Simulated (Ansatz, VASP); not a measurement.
**One calculation of HfB, two programs**

The input INCAR:

```
ALGO     = Normal         # electronic algorithm
EDIFF    = 1E-6           # SCF threshold, eV
ENCUT    = 520            # plane-wave cutoff, eV
GGA      = CA             # functional
ISIF     = 2              # what is computed and relaxed
ISMEAR   = -1             # smearing method
LASPH    = True           # aspherical terms in the spheres
LCHARG   = False          # write CHGCAR
LREAL    = False          # projectors in reciprocal space
LWAVE    = False          # write WAVECAR
NBANDS   = 14             # bands
NELM     = 60             # most SCF steps
PREC     = Accurate       # precision mode
SIGMA    = 0.05           # smearing width, eV
```

File KPOINTS:

```
k-points
0
Gamma
  15 15 15
```

The input POSCAR:

```
HfB
1.0
    0.0000000000      2.3176744750      2.3176744750
    2.3176744750      0.0000000000      2.3176744750
    2.3176744750      2.3176744750      0.0000000000
Hf B
1 1
Direct
    0.5000000000      0.5000000000      0.5000000000
    0.0000000000      0.0000000000      0.0000000000
```

Input for Ansatz:

```yaml
crystal:
  lattice:
    - [0.0, 2.317674475, 2.317674475]
    - [2.317674475, 0.0, 2.317674475]
    - [2.317674475, 2.317674475, 0.0]
  atoms:
    - { symbol: Hf, position: [0.5, 0.5, 0.5] }
    - { symbol: B, position: [0.0, 0.0, 0.0] }
kpoints:
  mp_grid: { grid: [15, 15, 15] }
  band_path:
    path:
      - [0.0, 0.0, 0.0]
      - [0.5, 0.0, 0.5]
      - [0.625, 0.25, 0.625]
      - [0.375, 0.375, 0.75]
      - [0.0, 0.0, 0.0]
      - [0.5, 0.5, 0.5]
      - [0.5, 0.25, 0.75]
      - [0.5, 0.0, 0.5]
    npoints: 5
scf:
  occupations: { method: fermi_dirac, width: 0.05 }
hamiltonian:
  xc: lda
  pseudopotentials: { kind: all_electron, lapw: { basis_error: 0.00025 } }
output:
  forces: true
  stress: true
  eigenvalues: true
```

Change from the starting cell: volume scaled by 1.01.

Alike in both runs: task single point; functional LDA; k mesh 15 × 15 × 15; occupations fermi-dirac, width 0.05 eV; no spin polarisation.

|  | VASP | Ansatz |
| --- | --- | --- |
| version | VASP 6.6.1 | Ansatz 0.2.0 |
| potentials or method | VASP PAW LDA potentials, release 64 (Hf_pv, B), cutoff 520 eV | all-electron LAPW, scalar-relativistic |

```csv
,VASP,Ansatz,Ansatz less VASP
pressure (GPa),17.4,15.8,-1.59
```

LDA's correlation is that of Perdew and Zunger in VASP and of Perdew and Wang (1992) in Ansatz. Ansatz ran all-electron here, and VASP with PAW potentials.

Spin-orbit coupling is off throughout.
